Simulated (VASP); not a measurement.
Input of a VASP 6.6.1 run:

The input INCAR:

```
  ALGO = Normal
  DIPOL = 0.5 0.5 0.500
  EDIFF = 1E-6
  EDIFFG = -0.01
  ENCUT = 520
  GGA = PE
  IBRION = 2
  IDIPOL = 3
  ISIF = 2
  ISMEAR = 0
  IVDW = 12
  LASPH = True
  LCHARG = False
  LDIPOL = True
  LREAL = False
  LWAVE = False
  NELM = 100
  NSW = 60
  PREC = Accurate
  SIGMA = 0.1
```

File KPOINTS:

```
k-points
0
Gamma
  21 21 1
```

The input POSCAR:

```
C
1.0
    2.5643242280     -0.0000080712      0.0000000000
    1.2821696592      2.2207655687      0.0000000000
    0.0000000000      0.0000000000     26.0015393195
C
2
Direct
    0.1656234898      0.1656234898      0.5000002658
    0.4989568488      0.4989568488      0.4999997342
```

Potentials or basis: VASP PAW PBE potentials, release 64 (C).

Command:

```console
$ cat potpaw_PBE.64/C/POTCAR > POTCAR
$ mpirun -np 1 vasp_std > vasp.out
```

(1) Estimate the band gap on the k mesh.

(2) Predict the dispersion energy per atom.

## Answers

(1) zero (filled and empty bands touch).

(2) -0.085 eV.

Caveat: the cell differs from its parent crystal (biaxial strain +0.040); the relaxation stopped at its first step, so nothing moved.
